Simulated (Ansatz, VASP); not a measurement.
Au: VASP beside Ansatz

File INCAR:

```
PREC     = Accurate       # precision mode
ENCUT    = 520            # plane-wave cutoff, eV
EDIFF    = 1E-6           # SCF threshold, eV
ISMEAR   = 0              # smearing method
SIGMA    = 0.15           # smearing width, eV
LREAL    = False          # projectors in reciprocal space
LASPH    = True           # aspherical terms in the spheres
NELM     = 60             # most SCF steps
ALGO     = Fast           # electronic algorithm
ISIF     = 2              # what is computed and relaxed
LWAVE    = False          # write WAVECAR
LCHARG   = False          # write CHGCAR
GGA      = PS             # functional
NBANDS   = 30             # bands
```

Contents of KPOINTS:

```
regular mesh
0
Gamma
  17 17 5
```

File POSCAR:

```
Au
1.0
   -1.6572690000      1.6572690000     -1.6572690000
   -1.6572690000     -1.6572690000      1.6572690000
    0.0000000000      7.6897361718      7.6897361718
Au
4
Direct
    0.0000000000      0.0000000000      0.7543095589
    0.5000000000      0.5000000000      0.1077585084
    0.0000000000      0.0000000000      0.3232755253
    0.5000000000      0.5000000000      0.5387925421
```

Input for Ansatz:

```yaml
crystal:
  lattice:
    - [-1.657269, 1.657269, -1.657269]
    - [-1.657269, -1.657269, 1.657269]
    - [0.0, 7.6897361718, 7.6897361718]
  atoms:
    - { symbol: Au, position: [0.0, 0.0, 0.7543095589] }
    - { symbol: Au, position: [0.5, 0.5, 0.1077585084] }
    - { symbol: Au, position: [0.0, 0.0, 0.3232755253] }
    - { symbol: Au, position: [0.5, 0.5, 0.5387925421] }
basis:
  ecutwfc: 420
kpoints:
  mp_grid: { grid: [17, 17, 5] }
hamiltonian:
  xc: pbesol
scf:
  occupations: { method: gaussian, width: 0.15 }
output:
  forces: true
  stress: true
  eigenvalues: true
```

Alike in both runs: task single point; functional PBEsol; k mesh 17 × 17 × 5; occupations gaussian, width 0.15 eV; no spin polarisation.

```csv
,VASP,Ansatz
version,VASP 6.6.1,Ansatz 0.2.0
potentials or method,"VASP PAW PBE potentials, release 64 (Au), cutoff 520 eV","scalar-relativistic, plane waves, PAW"
valence electrons in the cell,44,76
```

```csv
,VASP,Ansatz,Ansatz less VASP
gap on the k mesh at the Fermi level (eV),none,none,-
pressure (GPa),-10.6,-10.4,+0.15
"traceless stress, the component that is largest in VASP (GPa)",1.52,1.52,+0.003
rms of the force components (eV/Å),0.084,0.081,-0.0032
```

VASP's potentials were made for PBE, not for PBEsol. Atom by atom the forces differ by 0.003 eV/Å (rms over components). A gap of «none» marks a metal or a gap that the smearing closes. With one functional, cell and mesh, what is left measures potentials, basis and numerics. VASP's potentials hold 44 valence electrons a cell and Ansatz's 76, so a difference there can come from the potentials and not from the codes.

Spin-orbit coupling is off throughout.
